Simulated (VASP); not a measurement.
# Ge (I4_1/amd) in VASP: a series of runs

Ge is run at these levels: PBE; tasks: single point.

All numbers are computed with VASP 6.6.1; they aren't measurements. Logs are shortened: lines on timing, memory, paths and dates and some standing lists are left out, and cuts for length are marked.

## (1) The cell of the first run

The structure is tetragonal, space group I4_1/amd (No. 141). The conventional cell has a = 4.000 Å, b = 4.000 Å, c = 5.714 Å, α = 90.00°, β = 90.00°, γ = 90.00°. Within 3.2 Å of Ge (site symmetry -4m2) lie 4 Ge at 2.46 Å.

## (2) Single point, PBE (zz strain of +1 %)

INCAR

```
SYSTEM = Ge
PREC = Accurate ; ENCUT = 520
EDIFF = 1E-6 ; ISMEAR = -1
SIGMA = 0.05 ; LREAL = .FALSE.
LASPH = .TRUE. ; NELM = 60
ALGO = Normal ; ISIF = 2
LWAVE = .FALSE. ; LCHARG = .FALSE.
GGA = PE ; NBANDS = 21
```

KPOINTS

```
regular mesh
0
G
  10 10 10
  0 0 0
```

POSCAR

```
Ge
1.0
    0.0000000000      2.8287700000      2.8570577000
    2.8287700000      0.0000000000      2.8570577000
    2.8287700000      2.8287700000      0.0000000000
Ge
2
Direct
    0.5000000000      0.5000000000      0.5000000000
    0.7500000000      0.7500000000      0.7500000000
```

Potentials or basis: VASP PAW PBE potentials, release 64 (Ge_d).

Run with:

```sh
$ cat potpaw_PBE.64/Ge_d/POTCAR > POTCAR
$ mpirun -np 1 vasp_std > vasp.out
```

OUTCAR:

```text
SYSTEM = Ge
   PREC = Accurate
   ENCUT = 520
   EDIFF = 1E-6
   ISMEAR = -1
   LREAL = .FALSE.
   LASPH = .TRUE.
   NELM = 60
   ISIF = 2
   GGA = PE

 ion  position               nearest neighbor table
   1  0.500  0.500  0.500-   2 2.46   2 2.46   2 2.46   2 2.46
   2  0.750  0.750  0.750-   1 2.46   1 2.46   1 2.46   1 2.46

  LATTYP: Found a body centered tetragonal cell.
 ALAT       =     4.0004848988
 C/A-ratio  =     1.4283556980

  Lattice vectors:

 A1 = (  -2.8287700000,   0.0000000000,   2.8570577000)
 A2 = (   2.8287700000,   0.0000000000,   2.8570577000)
 A3 = (   0.0000000000,   2.8287700000,  -2.8570577000)

Analysis of symmetry for initial positions (statically):
=====================================================================
 Subroutine PRICEL returns:
 Original cell was already a primitive cell.

 Routine SETGRP: Setting up the symmetry group for a
 body centered tetragonal supercell.

 Subroutine GETGRP returns: Found 16 space group operations
 (whereof  8 operations were pure point group operations)
 out of a pool of 16 trial point group operations.

The static configuration has the point symmetry D_2d.
 The point group associated with its full space group is D_4h.

Analysis of symmetry for dynamics (positions and initial velocities):
=====================================================================
 Subroutine PRICEL returns:
 Original cell was already a primitive cell.

 Routine SETGRP: Setting up the symmetry group for a
 body centered tetragonal supercell.

 Subroutine GETGRP returns: Found 16 space group operations
 (whereof  8 operations were pure point group operations)
 out of a pool of 16 trial point group operations.

The dynamic configuration has the point symmetry D_2d.
 The point group associated with its full space group is D_4h.

 Subroutine INISYM returns: Found 16 space group operations
 (whereof  8 operations are pure point group operations),
 and found     1 'primitive' translations

----------------------------------------------------------------------------------------

                                     Primitive cell

  volume of cell :      45.7240

  direct lattice vectors                    reciprocal lattice vectors
     0.000000000  2.828770000  2.857057700    -0.176755268  0.176755268  0.175005216
[... 80 lines left out ...]
   ISPIN  =      1    spin polarized calculation?
   LNONCOLLINEAR =      F non collinear calculations
   LSORBIT =      F    spin-orbit coupling
   LASPH  =      T    aspherical Exc in radial PAW
   ENCUT  =  520.0 eV  38.22 Ry    6.18 a.u.   7.48  7.48  7.44*2*pi/ulx,y,z
   NELM   =     60;   NELMIN=  2; NELMDL= -5     # of ELM steps
   EDIFF  = 0.1E-05   stopping-criterion for ELM
   LREAL  =      F    real-space projection
   EDIFFG = 0.1E-04   stopping-criterion for IOM
   NSW    =      0    number of steps for IOM
   IBRION =     -1    ionic relax: 0-MD 1-quasi-New 2-CG
   NFREE  =      0    steps in history (QN), initial steepest desc. (CG)
   ISIF   =      2    stress and relaxation
   ISYM   =      2    0-nonsym 1-usesym 2-fastsym
   POTIM  = 0.5000    time-step for ionic-motion
   TEBEG  =    0.0;   TEEND  =   0.0 temperature during run
   PSTRESS=    0.0 pullay stress
   NELECT =      28.0000    total number of electrons
   NUPDOWN=      -1.0000    fix difference up-down
   EMIN   =  10.00;   EMAX   =-10.00  energy-range for DOS
   EFERMI =   0.00;   METHOD = LEGACY
   ISMEAR =    -1;   SIGMA  =   0.05  broadening in eV -4-tet -1-fermi 0-gaus
   EFERMI_NEDOS =   21; number of points for ismear=-14 and -15
   IALGO  =     38    algorithm
   IMIX   =      4    mixing-type and parameters
     AMIX     =   0.40;   BMIX     =  1.00
     AMIX_MAG =   1.60;   BMIX_MAG =  1.00
  volume/ion in A,a.u.               =      22.86       154.28
  Fermi-wavevector in a.u.,A,eV,Ry     =   1.390207  2.627110 26.295640  1.932675
  Thomas-Fermi vector in A             =   2.514164
   LORBIT       =      0    0 simple, 1 ext, 2 COOP (PROOUT), +10 PAW based schemes
   GGA     = PE    functional components
   LHFCALC =     F    Hartree Fock is set to
   AEXX    =    0.0000 exact exchange contribution
   IVDW    =     0    specifies the selected vdW correction
   LEPSILON=     F    determine dielectric tensor
   LRPA    =     F    only Hartree local field effects (RPA)
 non-spin polarized calculation
  energy-cutoff  :      520.00
  volume of cell :       45.72
 maximum number of plane-waves:      1255
 NGX is ok and might be reduce to    30
   NGX = 15   NGY = 15   NGZ = 15

 number of electron      28.0000016 magnetization

 Free energy of the ion-electron system (eV)
  ---------------------------------------------------
  ext. energy  EPLUGINS =         0.00000000
  ---------------------------------------------------
  free energy    TOTEN  =        -9.01525965 eV

  energy without entropy =       -9.01475448  energy(sigma->0) =       -9.01500706

 E-fermi :   4.9275     XC(G=0):  -9.8781

 val. band max:        4.9232786194   @ k =   0.0000   0.0000   0.0000
 cond. band min:       5.0505085342   @ k =   0.5000   0.0000   0.0000
 fundamental gap:      0.1272299148
 Fermi energy:         4.9274881662

 k-point     1 :       0.0000    0.0000    0.0000
  band No.  band energies     occupation
      1     -19.9043      2.00000
      2     -19.9043      2.00000
      3     -19.9021      2.00000
      4     -19.8685      2.00000
      5     -19.8678      2.00000
      6     -19.6657      2.00000
[... 565 lines left out ...]
     20      16.4337      0.00000
     21      16.6502      0.00000

 [... further k-points ...]

------------------------ aborting loop because EDIFF is reached ----------------------------------------

  FORCE on cell =-STRESS in cart. coord.  units (eV):
  Direction    XX          YY          ZZ          XY          YZ          ZX
  --------------------------------------------------------------------------------------
  -------------------------------------------------------------------------------------
  Total        0.8759504      0.8759504      0.6761883      0.0000000      0.0000000      0.0000000
  in kB       30.6934572     30.6934572     23.6937600      0.0000000      0.0000000      0.0000000
  external PRESSURE =      28.3602248 kB  Pullay stress =       0.0000000 kB

 VOLUME and BASIS-vectors are now :
 -----------------------------------------------------------------------------
  energy-cutoff  :      520.00
  volume of cell :       45.72
      direct lattice vectors                 reciprocal lattice vectors
     0.000000000  2.828770000  2.857057700    -0.176755268  0.176755268  0.175005216
     2.828770000  0.000000000  2.857057700     0.176755268 -0.176755268  0.175005216
     2.828770000  2.828770000  0.000000000     0.176755268  0.176755268 -0.175005216

 POSITION                                       TOTAL-FORCE (eV/Angst)
 -----------------------------------------------------------------------------------
      2.82877      2.82877      2.85706         0.000000      0.000000      0.000000
      4.24315      4.24315      4.28559        -0.000000     -0.000000      0.000000
 -----------------------------------------------------------------------------------
    total drift:                                0.000000     -0.000000     -0.000000

  FREE ENERGIE OF THE ION-ELECTRON SYSTEM (eV)
  ---------------------------------------------------
  free  energy   TOTEN  =        -9.0152596461 eV

  energy  without entropy=       -9.0147544766  energy(sigma->0) =       -9.01500706
```

OSZICAR:

```text
N       E                     dE             d eps       ncg     rms          rms(c)
DAV:   1     0.193695846292E+03    0.19370E+03   -0.14674E+04  4797   0.365E+03
DAV:   2     0.186519761493E+02   -0.17504E+03   -0.16937E+03  4284   0.625E+02
DAV:   3    -0.818084865541E+01   -0.26833E+02   -0.26666E+02  4939   0.143E+02
DAV:   4    -0.908486645739E+01   -0.90402E+00   -0.90338E+00  4849   0.308E+01
DAV:   5    -0.909970886212E+01   -0.14842E-01   -0.14842E-01  4894   0.437E+00    0.316E+00
DAV:   6    -0.904309640276E+01    0.56612E-01   -0.21414E-02  4904   0.145E+00    0.187E+00
DAV:   7    -0.901336834378E+01    0.29728E-01   -0.46558E-02  4720   0.193E+00    0.145E-01
DAV:   8    -0.901503233943E+01   -0.16640E-02   -0.57091E-03  4859   0.907E-01    0.433E-02
DAV:   9    -0.901524273414E+01   -0.21039E-03   -0.25254E-04  4844   0.173E-01    0.138E-02
DAV:  10    -0.901525748986E+01   -0.14756E-04   -0.30382E-05  5017   0.621E-02    0.618E-03
DAV:  11    -0.901525956906E+01   -0.20792E-05   -0.50796E-06  3945   0.310E-02    0.186E-03
DAV:  12    -0.901525964613E+01   -0.77064E-07   -0.22392E-07  3351   0.637E-03
   1 F= -.90152596E+01 E0= -.90150071E+01  d E =-.505170E-03
```

It took 33 s on 1 thread of Intel Xeon 6975P-C (Granite Rapids), shared host; peak memory 0.21 GiB.

What came out:

| Item | Value |
| --- | --- |
| Free energy | -9.0153 eV |
| Pressure | 2.8 GPa |
| Band gap on the k mesh | zero (filled and empty bands touch) |

Caveat: the cell differs from its parent crystal (zz strain of +1 %); semilocal functionals underestimate gaps, so a narrow gap can read as zero.

[end of part 1 of 2]
